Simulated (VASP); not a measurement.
# Pm (Fm-3m) in VASP: equation of state with PBE

Aim: the equation of state of Pm with PBE.

All numbers are computed with VASP 6.6.1; they aren't measurements. Logs are shortened: lines on timing, memory, paths and dates and some standing lists are left out, and cuts for length are marked.

### 1 The cell of the first run

It takes space group Fm-3m (No. 225, cubic). Conventional cell: a = 5.168 Å, b = 5.168 Å, c = 5.168 Å, α = 90.00°, β = 90.00°, γ = 90.00°. Pm (site symmetry m-3m) has 12 Pm at 3.65 Å within 4.8 Å.

This isn't the form of Pm at room conditions, which is double hcp.

### 2 Equation of state, PBE, collinear spin, ferromagnetic start

POSCAR.step1

```
Pm
1.0
    0.0000000000      2.5042000480      2.5042000480
    2.5042000480      0.0000000000      2.5042000480
    2.5042000480      2.5042000480      0.0000000000
Pm
1
Direct
    0.0000000000      0.0000000000      0.0000000000
```

POSCAR.step2

```
Pm
1.0
    0.0000000000      2.5314217464      2.5314217464
    2.5314217464      0.0000000000      2.5314217464
    2.5314217464      2.5314217464      0.0000000000
Pm
1
Direct
    0.0000000000      0.0000000000      0.0000000000
```

POSCAR.step3

```
Pm
1.0
    0.0000000000      2.5580702494      2.5580702494
    2.5580702494      0.0000000000      2.5580702494
    2.5580702494      2.5580702494      0.0000000000
Pm
1
Direct
    0.0000000000      0.0000000000      0.0000000000
```

POSCAR.step4

```
Pm
1.0
    0.0000000000      2.5841748100      2.5841748100
    2.5841748100      0.0000000000      2.5841748100
    2.5841748100      2.5841748100      0.0000000000
Pm
1
Direct
    0.0000000000      0.0000000000      0.0000000000
```

POSCAR.step5

```
Pm
1.0
    0.0000000000      2.6097623633      2.6097623633
    2.6097623633      0.0000000000      2.6097623633
    2.6097623633      2.6097623633      0.0000000000
Pm
1
Direct
    0.0000000000      0.0000000000      0.0000000000
```

POSCAR.step6

```
Pm
1.0
    0.0000000000      2.6348577717      2.6348577717
    2.6348577717      0.0000000000      2.6348577717
    2.6348577717      2.6348577717      0.0000000000
Pm
1
Direct
    0.0000000000      0.0000000000      0.0000000000
```

POSCAR.step7

```
Pm
1.0
    0.0000000000      2.6594840380      2.6594840380
    2.6594840380      0.0000000000      2.6594840380
    2.6594840380      2.6594840380      0.0000000000
Pm
1
Direct
    0.0000000000      0.0000000000      0.0000000000
```

INCAR

```
SYSTEM = Pm
ALGO = Normal ; EDIFF = 1E-7
ENCUT = 710 ; GGA = PE
GGA_COMPAT = .False. ; ISIF = 2
ISMEAR = 0 ; ISPIN = 2
KPAR = 8 ; LASPH = .True.
LCHARG = .False. ; LMAXMIX = 6
LORBIT = 11 ; LREAL = .False.
LWAVE = .False. ; MAGMOM = 4
NELM = 200 ; NSW = 0
PREC = Accurate ; SIGMA = 0.04
```

KPOINTS

```
Automatic mesh
0
Gamma
  15 15 15
  0 0 0
```

Potentials or basis: VASP PAW PBE potentials, release 64 (Pm).

On the command line:

```console
$ cat potpaw_PBE.64/Pm/POTCAR > POTCAR
$ cp POSCAR.step1 POSCAR
$ mpirun -np 8 vasp_std > vasp.out
$ cp POSCAR.step2 POSCAR
$ mpirun -np 8 vasp_std > vasp.out
$ cp POSCAR.step3 POSCAR
$ mpirun -np 8 vasp_std > vasp.out
$ cp POSCAR.step4 POSCAR
$ mpirun -np 8 vasp_std > vasp.out
$ cp POSCAR.step5 POSCAR
$ mpirun -np 8 vasp_std > vasp.out
$ cp POSCAR.step6 POSCAR
$ mpirun -np 8 vasp_std > vasp.out
$ cp POSCAR.step7 POSCAR
$ mpirun -np 8 vasp_std > vasp.out
```

OUTCAR:

```text
SYSTEM = Pm
   EDIFF = 1E-7
   ENCUT = 710
   GGA = PE
   ISIF = 2
   ISMEAR = 0
   ISPIN = 2
   LASPH = .True.
   LORBIT = 11
   LREAL = .False.
   NELM = 200
   NSW = 0
   PREC = Accurate

 ion  position               nearest neighbor table
   1  0.000  0.000  0.000-

  LATTYP: Found a face centered cubic cell.
 ALAT       =     5.3189680760

  Lattice vectors:

 A1 = (   0.0000000000,   2.6594840380,   2.6594840380)
 A2 = (   2.6594840380,   0.0000000000,   2.6594840380)
 A3 = (   2.6594840380,   2.6594840380,   0.0000000000)

Analysis of symmetry for initial positions (statically):
=====================================================================
 Subroutine PRICEL returns:
 Original cell was already a primitive cell.

 Routine SETGRP: Setting up the symmetry group for a
 face centered cubic supercell.

 Subroutine GETGRP returns: Found 48 space group operations
 (whereof 48 operations were pure point group operations)
 out of a pool of 48 trial point group operations.

The static configuration has the point symmetry O_h .

Analysis of symmetry for dynamics (positions and initial velocities):
=====================================================================
 Subroutine PRICEL returns:
 Original cell was already a primitive cell.

 Routine SETGRP: Setting up the symmetry group for a
 face centered cubic supercell.

 Subroutine GETGRP returns: Found 48 space group operations
 (whereof 48 operations were pure point group operations)
 out of a pool of 48 trial point group operations.

The dynamic configuration has the point symmetry O_h .

Analysis of structural, dynamic, and magnetic symmetry:
=====================================================================
 Subroutine PRICEL returns:
 Original cell was already a primitive cell.

 Routine SETGRP: Setting up the symmetry group for a
 face centered cubic supercell.

 Subroutine GETGRP returns: Found 48 space group operations
 (whereof 48 operations were pure point group operations)
 out of a pool of 48 trial point group operations.

The overall configuration has the point symmetry O_h .

 Subroutine INISYM returns: Found 48 space group operations
 (whereof 48 operations are pure point group operations),
 and found     1 'primitive' translations

----------------------------------------------------------------------------------------

                                     Primitive cell

  volume of cell :      37.6203

  direct lattice vectors                    reciprocal lattice vectors
     0.000000000  2.659484038  2.659484038    -0.188006393  0.188006393  0.188006393
     2.659484038  0.000000000  2.659484038     0.188006393 -0.188006393  0.188006393
     2.659484038  2.659484038  0.000000000     0.188006393  0.188006393 -0.188006393

  length of vectors
     3.761078395  3.761078395  3.761078395     0.325636624  0.325636624  0.325636624

  position of ions in fractional coordinates (direct lattice)
[... 130 lines left out ...]
  energy without entropy =       -7.71642877  energy(sigma->0) =       -7.71980023

 E-fermi :   5.1723     XC(G=0):  -9.3866

 val. band max:        5.1716954517   @ k =   0.3333   0.2000   0.0000
 cond. band min:       5.1728969772   @ k =   0.3333   0.1333   0.0000
 fundamental gap:      0.0012015255
 Fermi energy:         5.1722718085

 spin component 1

 k-point     1 :       0.0000    0.0000    0.0000
  band No.  band energies     occupation
      1     -33.5761      1.00000
      2     -13.6017      1.00000
      3     -13.6017      1.00000
      4     -13.6017      1.00000
      5       0.9212      1.00000
      6       4.7981      1.00000
      7       4.7981      1.00000
      8       4.7982      1.00000
      9       5.0658      0.99992
     10       5.0658      0.99992
     11       5.0660      0.99991
     12       5.1026      0.99313
     13       6.8099      0.00000
[... 356 lines left out ...]
      2     -13.8384      1.00000
      3     -13.6745      1.00000
      4     -13.6680      1.00000
      5       1.8890      1.00000
      6       4.7046      1.00000
      7       4.7130      1.00000
      8       4.7524      1.00000
      9       4.9602      1.00000
     10       5.0117      1.00000
     11       5.1091      0.98728
     12       5.1093      0.98700
     13       6.1560      0.00000

 [... further k-points ...]

 spin component 2

 k-point     1 :       0.0000    0.0000    0.0000
  band No.  band energies     occupation
      1     -31.3587      1.00000
      2     -11.8967      1.00000
      3     -11.8967      1.00000
      4     -11.8967      1.00000
      5       2.0606      1.00000
      6       7.5124      0.00000
      7       7.9322      0.00000
      8       7.9322      0.00000
      9       7.9322      0.00000
     10       7.9682      0.00000
     11       7.9682      0.00000
     12       7.9682      0.00000
     13       8.7451      0.00000
[... 356 lines left out ...]
      2     -12.1573      1.00000
      3     -11.9764      1.00000
      4     -11.9691      1.00000
      5       3.0452      1.00000
      6       6.7324      0.00000
      7       7.6308      0.00000
      8       7.9488      0.00000
      9       7.9585      0.00000
     10       8.0561      0.00000
     11       8.2292      0.00000
     12       8.2331      0.00000
     13       8.6234      0.00000

 [... further k-points ...]

------------------------ aborting loop because EDIFF is reached ----------------------------------------

  FORCE on cell =-STRESS in cart. coord.  units (eV):
  Direction    XX          YY          ZZ          XY          YZ          ZX
  --------------------------------------------------------------------------------------
  -------------------------------------------------------------------------------------
  Total       -0.2137381     -0.2137381     -0.2137381      0.0000000      0.0000000      0.0000000
  in kB       -9.1027014     -9.1027014     -9.1027014      0.0000000      0.0000000      0.0000000
  external PRESSURE =      -9.1027014 kB  Pullay stress =       0.0000000 kB

 VOLUME and BASIS-vectors are now :
 -----------------------------------------------------------------------------
  energy-cutoff  :      710.00
  volume of cell :       37.62
      direct lattice vectors                 reciprocal lattice vectors
     0.000000000  2.659484038  2.659484038    -0.188006393  0.188006393  0.188006393
     2.659484038  0.000000000  2.659484038     0.188006393 -0.188006393  0.188006393
     2.659484038  2.659484038  0.000000000     0.188006393  0.188006393 -0.188006393

 POSITION                                       TOTAL-FORCE (eV/Angst)
 -----------------------------------------------------------------------------------
      0.00000      0.00000      0.00000         0.000000      0.000000      0.000000
 -----------------------------------------------------------------------------------
    total drift:                               -0.000000     -0.000000     -0.000000

  FREE ENERGIE OF THE ION-ELECTRON SYSTEM (eV)
  ---------------------------------------------------
  free  energy   TOTEN  =        -7.7231716956 eV

  energy  without entropy=       -7.7164287741  energy(sigma->0) =       -7.71980023

 total charge

# of ion       s       p       d       f       tot
--------------------------------------------------
    1        2.049   5.492   0.436   4.410  12.387

 magnetization (x)

# of ion       s       p       d       f       tot
--------------------------------------------------
    1       -0.004   0.036   0.236   4.403   4.671
```

OUTCAR.step1:

```text
SYSTEM = Pm
   EDIFF = 1E-7
   ENCUT = 710
   GGA = PE
   ISIF = 2
   ISMEAR = 0
   ISPIN = 2
   LASPH = .True.
   LORBIT = 11
   LREAL = .False.
   NELM = 200
   NSW = 0
[... 1013 lines left out ...]

  FREE ENERGIE OF THE ION-ELECTRON SYSTEM (eV)
  ---------------------------------------------------
  free  energy   TOTEN  =        -7.6802734148 eV

  energy  without entropy=       -7.6746842506  energy(sigma->0) =       -7.67747883

 total charge

# of ion       s       p       d       f       tot
--------------------------------------------------
    1        2.058   5.481   0.549   4.364  12.452

 magnetization (x)

# of ion       s       p       d       f       tot
--------------------------------------------------
    1       -0.000   0.038   0.233   4.345   4.615
```

OUTCAR.step2:

```text
SYSTEM = Pm
   EDIFF = 1E-7
   ENCUT = 710
   GGA = PE
   ISIF = 2
   ISMEAR = 0
   ISPIN = 2
   LASPH = .True.
   LORBIT = 11
   LREAL = .False.
   NELM = 200
   NSW = 0
[... 1013 lines left out ...]

  FREE ENERGIE OF THE ION-ELECTRON SYSTEM (eV)
  ---------------------------------------------------
  free  energy   TOTEN  =        -7.6992032721 eV

  energy  without entropy=       -7.6938567707  energy(sigma->0) =       -7.69653002

 total charge

# of ion       s       p       d       f       tot
--------------------------------------------------
    1        2.056   5.484   0.525   4.373  12.438

 magnetization (x)

# of ion       s       p       d       f       tot
--------------------------------------------------
    1       -0.001   0.038   0.241   4.358   4.637
```

Run time: 8.8 min. Hardware: 8 MPI ranks of AMD EPYC 7R43 (Zen 3), shared host; peak memory 0.38 GiB.

Results:

```yaml
Equilibrium_volume: "36.12 Å³/atom (rough: see the caveat)"
Bulk_modulus: 22 GPa (rough)
```

Energy against volume, from the lowest point:
```tsv
volume (Å³/atom)	energy (meV/atom)
31.408	46.49
32.443	27.56
33.479	13.66
34.514	4.53
35.549	0.16
36.585	0.00
37.620	3.59
```

Caveat: the fit is doubtful: noisy points or a state that changes with volume; the magnetic or orbital state may not be the lowest; spin-orbit coupling is left out, which moves the levels of the heavy elements; semilocal functionals describe open f shells poorly, which spoils levels, moments and volumes.
